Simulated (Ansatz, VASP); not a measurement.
# Ti: VASP beside Ansatz

File INCAR:

```
PREC = Accurate
ENCUT = 500
EDIFF = 1E-6
ISMEAR = -1
SIGMA = 0.1
LREAL = False
LASPH = True
NELM = 120
ALGO = Normal
ISIF = 2
LWAVE = False
LCHARG = False
GGA = PS
NBANDS = 12
GGA_COMPAT = False
```

KPOINTS

```
regular mesh
0
Gamma
  14 14 14
```

POSCAR

```
Ti
1.0
   -1.6410000000      1.6410000000      1.6410000000
    1.6410000000     -1.6410000000      1.6410000000
    1.6410000000      1.6410000000     -1.6410000000
Ti
1
Direct
    0.0000000000      0.0000000000      0.0000000000
```

Input for Ansatz:

```yaml
crystal:
  lattice:
    bravais: bcc
    a: 3.282
  space_group: 229
  atoms:
    - { symbol: Ti, position: [0.0, 0.0, 0.0] }
  reduce_to_primitive: true
kpoints:
  mp_grid:
    grid: [14, 14, 14]
hamiltonian:
  xc: pbesol
  pseudopotentials:
    kind: all_electron
    lapw: {}
scf:
  occupations:
    method: fermi_dirac
    width: 0.1
output:
  stress: true
```

Alike in both runs: task single point; functional PBEsol; k mesh 14 × 14 × 14; occupations fermi-dirac, width 0.1 eV; no spin polarisation.

|  | VASP | Ansatz |
| --- | --- | --- |
| version | VASP 6.6.1 | Ansatz 0.2.0 |
| potentials or method | VASP PAW PBE potentials, release 64 (Ti_sv), cutoff 500 eV | all-electron (LAPW or listed datasets) |

```tsv
	VASP	Ansatz	Ansatz less VASP
pressure (GPa)	-6.5	-6.3	+0.21
```

VASP's potentials were made for PBE, not for PBEsol. Ansatz ran all-electron here, and VASP with PAW potentials.
